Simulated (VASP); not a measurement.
# MnGa3 (Fm-3m) in VASP: single point with PBEsol

Aim: the single point of MnGa3 with PBEsol.

All numbers are computed with VASP 6.6.1; they aren't measurements. Logs are shortened: lines on timing, memory, paths and dates and some standing lists are left out, and cuts for length are marked.

## Step 1: The cell of the first run

The structure is cubic, space group Fm-3m (No. 225). Conventional cell: a = 6.354 Å, b = 6.354 Å, c = 6.354 Å, α = 90.00°, β = 90.00°, γ = 90.00°. Ga (site symmetry -43m) has 10 Ga at 2.75 to 3.18 Å and 4 Mn at 2.75 Å within 3.6 Å. Within 3.6 Å of Ga (site symmetry m-3m) lie 8 Ga at 2.75 Å and 6 Mn at 3.18 Å. Within 3.6 Å of Mn (site symmetry m-3m) lie 14 Ga at 2.75 to 3.18 Å.

## Step 2: Single point, PBEsol, collinear spin

File INCAR:

```
  PREC = Accurate
  ENCUT = 520
  EDIFF = 1E-6
  ISMEAR = 0
  SIGMA = 0.1
  LREAL = F
  LASPH = T
  NELM = 150
  ALGO = Normal
  ISIF = 2
  LWAVE = F
  LCHARG = F
  ISPIN = 2
  MAGMOM = -0.07 -0.07 -0.03 3.55
  LORBIT = 11
  NUPDOWN = 3.12
  LMAXMIX = 4
  GGA = PS
  NBANDS = 38
```

File KPOINTS:

```
regular mesh
0
Gamma
  12 12 12
```

File POSCAR:

```
MnGa3
1.0
    0.0000000000      3.1769426435      3.1769426435
    3.1769426435      0.0000000000      3.1769426435
    3.1769426435      3.1769426435      0.0000000000
Ga Mn
3 1
Direct
    0.2500000000      0.2500000000      0.2500000000
    0.7500000000      0.7500000000      0.7500000000
    0.5000000000      0.5000000000      0.5000000000
    0.0000000000      0.0000000000      0.0000000000
```

Potentials or basis: VASP PAW PBE potentials, release 64 (Ga_d, Mn_pv).

Run with:

```console
$ cat potpaw_PBE.64/Ga_d/POTCAR potpaw_PBE.64/Mn_pv/POTCAR > POTCAR
$ mpirun -np 1 vasp_std > vasp.out
```

OUTCAR:

```text
PREC = Accurate
   ENCUT = 520
   EDIFF = 1E-6
   ISMEAR = 0
   LREAL = F
   LASPH = T
   NELM = 150
   ISIF = 2
   ISPIN = 2
   LORBIT = 11
   NUPDOWN = 3.12
   GGA = PS

 ion  position               nearest neighbor table
   1  0.250  0.250  0.250-   4 2.75   3 2.75   4 2.75   3 2.75   4 2.75   4 2.75   3 2.75   3 2.75

   2  0.750  0.750  0.750-   3 2.75   4 2.75   3 2.75   3 2.75   4 2.75   3 2.75   4 2.75   4 2.75

   3  0.500  0.500  0.500-   1 2.75   2 2.75   1 2.75   1 2.75   2 2.75   1 2.75   2 2.75   2 2.75

   4  0.000  0.000  0.000-   2 2.75   1 2.75   2 2.75   1 2.75   2 2.75   2 2.75   1 2.75   1 2.75

  LATTYP: Found a face centered cubic cell.
 ALAT       =     6.3538852870

  Lattice vectors:

 A1 = (   0.0000000000,   3.1769426435,   3.1769426435)
 A2 = (   3.1769426435,   0.0000000000,   3.1769426435)
 A3 = (   3.1769426435,   3.1769426435,   0.0000000000)

Analysis of symmetry for initial positions (statically):
=====================================================================
 Subroutine PRICEL returns:
 Original cell was already a primitive cell.

 Routine SETGRP: Setting up the symmetry group for a
 face centered cubic supercell.

 Subroutine GETGRP returns: Found 48 space group operations
 (whereof 48 operations were pure point group operations)
 out of a pool of 48 trial point group operations.

The static configuration has the point symmetry O_h .

Analysis of symmetry for dynamics (positions and initial velocities):
=====================================================================
 Subroutine PRICEL returns:
 Original cell was already a primitive cell.

 Routine SETGRP: Setting up the symmetry group for a
 face centered cubic supercell.

 Subroutine GETGRP returns: Found 48 space group operations
 (whereof 48 operations were pure point group operations)
 out of a pool of 48 trial point group operations.

The dynamic configuration has the point symmetry O_h .

Analysis of structural, dynamic, and magnetic symmetry:
=====================================================================
 Subroutine PRICEL returns:
 Original cell was already a primitive cell.

 Routine SETGRP: Setting up the symmetry group for a
 face centered cubic supercell.

 Subroutine GETGRP returns: Found 48 space group operations
 (whereof 48 operations were pure point group operations)
 out of a pool of 48 trial point group operations.

The overall configuration has the point symmetry O_h .

 Subroutine INISYM returns: Found 48 space group operations
 (whereof 48 operations are pure point group operations),
 and found     1 'primitive' translations

----------------------------------------------------------------------------------------

                                     Primitive cell

  volume of cell :      64.1295

  direct lattice vectors                    reciprocal lattice vectors
     0.000000000  3.176942643  3.176942643    -0.157384019  0.157384019  0.157384019
     3.176942643  0.000000000  3.176942643     0.157384019 -0.157384019  0.157384019
     3.176942643  3.176942643  0.000000000     0.157384019  0.157384019 -0.157384019

  length of vectors
     4.492875373  4.492875373  4.492875373     0.272597116  0.272597116  0.272597116

  position of ions in fractional coordinates (direct lattice)
     0.250000000  0.250000000  0.250000000
     0.750000000  0.750000000  0.750000000
     0.500000000  0.500000000  0.500000000
     0.000000000  0.000000000  0.000000000

  ion indices of the primitive-cell ions
   primitive index   ion index
                 1           1
                 2           2
                 3           3
                 4           4

----------------------------------------------------------------------------------------

 KPOINTS: regular mesh

Automatic generation of k-mesh.
 Grid dimensions read from file:
 generate k-points for:   12   12   12

 Generating k-lattice:

  Cartesian coordinates                     Fractional coordinates (reciprocal lattice)
    -0.013115335  0.013115335  0.013115335     0.083333333  0.000000000  0.000000000
     0.013115335 -0.013115335  0.013115335     0.000000000  0.083333333  0.000000000
     0.013115335  0.013115335 -0.013115335     0.000000000  0.000000000  0.083333333

  Length of vectors
     0.022716426  0.022716426  0.022716426

  Shift w.r.t. Gamma in fractional coordinates (k-lattice)
     0.000000000  0.000000000  0.000000000

 Subroutine IBZKPT returns following result:
 ===========================================

 Found     72 irreducible k-points:

 Following reciprocal coordinates:
            Coordinates               Weight
  0.000000  0.000000  0.000000      1.000000
  0.083333  0.000000  0.000000      8.000000
  0.166667  0.000000  0.000000      8.000000
  0.250000  0.000000  0.000000      8.000000
  0.333333  0.000000  0.000000      8.000000
  0.416667  0.000000  0.000000      8.000000
[... 16 lines left out ...]
  0.500000  0.166667  0.000000     24.000000
 -0.416667  0.166667  0.000000     24.000000
 [... further k-points ...]
   k-points           NKPTS =     72   k-points in BZ     NKDIM =     72   number of bands    NBANDS=     38
   number of dos      NEDOS =    301   number of ions     NIONS =      4
   total plane-waves  NPLWV =  46656
   dimension x,y,z NGX =    36 NGY =   36 NGZ =   36
   dimension x,y,z NGXF=    72 NGYF=   72 NGZF=   72
   ions per type =               3   1
   NGX,Y,Z   is equivalent  to a cutoff of  13.32, 13.32, 13.32 a.u.
   NGXF,Y,Z  is equivalent  to a cutoff of  26.64, 26.64, 26.64 a.u.
 SYSTEM =  unknown system
   PREC   = accura    normal or accurate (medium, high low for compatibility)
   ISTART =      0    job   : 0-new  1-cont  2-samecut
   ICHARG =      2    charge: 1-file 2-atom 10-const
   ISPIN  =      2    spin polarized calculation?
   LNONCOLLINEAR =      F non collinear calculations
   LSORBIT =      F    spin-orbit coupling
   LASPH  =      T    aspherical Exc in radial PAW
   ENCUT  =  520.0 eV  38.22 Ry    6.18 a.u.   8.35  8.35  8.35*2*pi/ulx,y,z
   NELM   =    150;   NELMIN=  2; NELMDL= -5     # of ELM steps
   EDIFF  = 0.1E-05   stopping-criterion for ELM
   LREAL  =      F    real-space projection
   EDIFFG = 0.1E-04   stopping-criterion for IOM
   NSW    =      0    number of steps for IOM
   IBRION =     -1    ionic relax: 0-MD 1-quasi-New 2-CG
   NFREE  =      0    steps in history (QN), initial steepest desc. (CG)
   ISIF   =      2    stress and relaxation
   ISYM   =      2    0-nonsym 1-usesym 2-fastsym
   POTIM  = 0.5000    time-step for ionic-motion
   TEBEG  =    0.0;   TEEND  =   0.0 temperature during run
   PSTRESS=    0.0 pullay stress
   NELECT =      52.0000    total number of electrons
   NUPDOWN=       3.1200    fix difference up-down
   EMIN   =  10.00;   EMAX   =-10.00  energy-range for DOS
   EFERMI =   0.00;   METHOD = LEGACY
   ISMEAR =     0;   SIGMA  =   0.10  broadening in eV -4-tet -1-fermi 0-gaus
   EFERMI_NEDOS =   21; number of points for ismear=-14 and -15
   IALGO  =     38    algorithm
   IMIX   =      4    mixing-type and parameters
     AMIX     =   0.40;   BMIX     =  1.00
     AMIX_MAG =   1.60;   BMIX_MAG =  1.00
  volume/ion in A,a.u.               =      16.03       108.19
  Fermi-wavevector in a.u.,A,eV,Ry     =   1.526593  2.884842 31.708186  2.330486
  Thomas-Fermi vector in A             =   2.634605
   LORBIT       =     11    0 simple, 1 ext, 2 COOP (PROOUT), +10 PAW based schemes
   GGA     = PS    functional components
   LHFCALC =     F    Hartree Fock is set to
   AEXX    =    0.0000 exact exchange contribution
   IVDW    =     0    specifies the selected vdW correction
   LEPSILON=     F    determine dielectric tensor
   LRPA    =     F    only Hartree local field effects (RPA)
 spin polarized calculation
 Gauss-broadening in eV      SIGMA  =   0.10
  energy-cutoff  :      520.00
  volume of cell :       64.13
 maximum number of plane-waves:      1759
 NGX is ok and might be reduce to    36
   NGX = 17   NGY = 17   NGZ = 17

 number of electron      52.0000017 magnetization       3.1199863

 Free energy of the ion-electron system (eV)
  ---------------------------------------------------
  ext. energy  EPLUGINS =         0.00000000
  ---------------------------------------------------
  free energy    TOTEN  =       -18.82960148 eV

  energy without entropy =      -18.81008885  energy(sigma->0) =      -18.81984517

 E-fermi :   7.1536     XC(G=0): -11.9422

 val. band max:        7.1421809161   @ k =  -0.4167   0.4167   0.0000
 cond. band min:       6.7176661649   @ k =   0.5000   0.4167   0.0833
 fundamental gap:     -0.4245147512
 Fermi energy:         6.7121857835

 spin component 1

 k-point     1 :       0.0000    0.0000    0.0000
  band No.  band energies     occupation
      1     -42.4825      1.00000
      2     -42.4825      1.00000
      3     -42.4825      1.00000
      4      -8.1478      1.00000
      5      -8.1478      1.00000
      6      -8.1035      1.00000
[... 30 lines left out ...]
     37      14.5338      0.00000
     38      14.5338      0.00000
[... 941 lines left out ...]
     37      17.2506      0.00000
     38      17.6729      0.00000

 [... further k-points ...]

 spin component 2

 k-point     1 :       0.0000    0.0000    0.0000
  band No.  band energies     occupation
      1     -39.1549      1.00000
      2     -39.1549      1.00000
      3     -39.1549      1.00000
      4      -8.1564      1.00000
      5      -8.1564      1.00000
      6      -8.1126      1.00000
[... 30 lines left out ...]
     37      15.1020      0.00000
     38      15.2800      0.00000
[... 941 lines left out ...]
     37      17.4616      0.00000
     38      17.8238      0.00000

 [... further k-points ...]

------------------------ aborting loop because EDIFF is reached ----------------------------------------

  FORCE on cell =-STRESS in cart. coord.  units (eV):
  Direction    XX          YY          ZZ          XY          YZ          ZX
  --------------------------------------------------------------------------------------
  -------------------------------------------------------------------------------------
  Total       -0.5610992     -0.5610992     -0.5610992     -0.0000000     -0.0000000      0.0000000
  in kB      -14.0181957    -14.0181957    -14.0181957     -0.0000000     -0.0000000      0.0000000
  external PRESSURE =     -14.0181957 kB  Pullay stress =       0.0000000 kB

 VOLUME and BASIS-vectors are now :
 -----------------------------------------------------------------------------
  energy-cutoff  :      520.00
  volume of cell :       64.13
      direct lattice vectors                 reciprocal lattice vectors
     0.000000000  3.176942643  3.176942643    -0.157384019  0.157384019  0.157384019
     3.176942643  0.000000000  3.176942643     0.157384019 -0.157384019  0.157384019
     3.176942643  3.176942643  0.000000000     0.157384019  0.157384019 -0.157384019

 POSITION                                       TOTAL-FORCE (eV/Angst)
 -----------------------------------------------------------------------------------
      1.58847      1.58847      1.58847        -0.000000      0.000000     -0.000000
      4.76541      4.76541      4.76541        -0.000000      0.000000      0.000000
      3.17694      3.17694      3.17694         0.000000     -0.000000      0.000000
      0.00000      0.00000      0.00000         0.000000     -0.000000      0.000000
 -----------------------------------------------------------------------------------
    total drift:                                0.000000      0.000000      0.000000

  FREE ENERGIE OF THE ION-ELECTRON SYSTEM (eV)
  ---------------------------------------------------
  free  energy   TOTEN  =       -18.8296014835 eV

  energy  without entropy=      -18.8100888535  energy(sigma->0) =      -18.81984517

 total charge

# of ion       s       p       d       tot
------------------------------------------
    1        0.972   0.681   9.979  11.633
    2        0.972   0.681   9.979  11.633
    3        0.996   0.627   9.989  11.612
    4        0.302   6.168   5.066  11.537
--------------------------------------------------
tot          3.242   8.158  35.013  46.413

 magnetization (x)

# of ion       s       p       d       tot
------------------------------------------
    1       -0.010  -0.058   0.002  -0.066
    2       -0.010  -0.058   0.002  -0.066
    3        0.030  -0.054  -0.004  -0.028
    4        0.016   0.034   3.160   3.210
--------------------------------------------------
tot          0.026  -0.135   3.159   3.050
```

Wall time 5.8 min (1 thread of Intel Xeon Platinum 8259CL at 2.50GHz (Skylake/Cascade Lake), shared host); peak memory 0.41 GiB.

What came out:

- Free energy: -18.8296 eV
- Pressure: -1.4 GPa
- Net moment: 3.12 μB per cell
- Site moments: Ga -0.07, -0.03 (each value once); Mn +3.21 μB
- Valence electrons inside the program's atomic spheres: Ga 11.63, 11.61 (each value once); Mn 11.54

Caveat: the PAW data sets were made with another functional, which shifts forces and pressure a little; the total moment is fixed, so each spin has its own Fermi level and the state may be an excited one.
